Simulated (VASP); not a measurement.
A run of VASP 6.6.1 is set up as follows.

The input INCAR:

```
ALGO = Normal ; EDIFF = 1E-6
ENCUT = 520 ; GGA = PS
GGA_COMPAT = F ; ISIF = 2
ISMEAR = 0 ; LASPH = T
LCHARG = F ; LNONCOLLINEAR = T
LORBIT = 11 ; LORBMOM = T
LREAL = F ; LSORBIT = T
LWAVE = F ; MAGMOM = 0 0 0 0 0 0
NBANDS = 30 ; NELM = 150
PREC = Accurate ; SIGMA = 0.01
```

The input KPOINTS:

```
k-points
0
Gamma
  6 6 6
```

Contents of POSCAR:

```
CdS
1.0
    0.0000000000      2.9165000000      2.9165000000
    2.9165000000      0.0000000000      2.9165000000
    2.9165000000      2.9165000000      0.0000000000
Cd S
1 1
Direct
    0.0000000000      0.0000000000      0.0000000000
    0.2500000000      0.2500000000      0.2500000000
```

Potentials or basis: VASP PAW PBE potentials, release 64 (Cd, S).

Command:

```console
$ cat potpaw_PBE.64/Cd/POTCAR potpaw_PBE.64/S/POTCAR > POTCAR
$ mpirun -np 1 vasp_ncl > vasp.out
```

Estimate the net moment.

0.00 μB per cell.

What does it give for the pressure?

0.1 GPa.

Moments on the atoms (μB; x, y, z):
```
Cd  0.00 0.00 0.00
S   0.00 0.00 0.00
```

Caveat: the PAW data sets were made with another functional, which shifts forces and pressure a little.
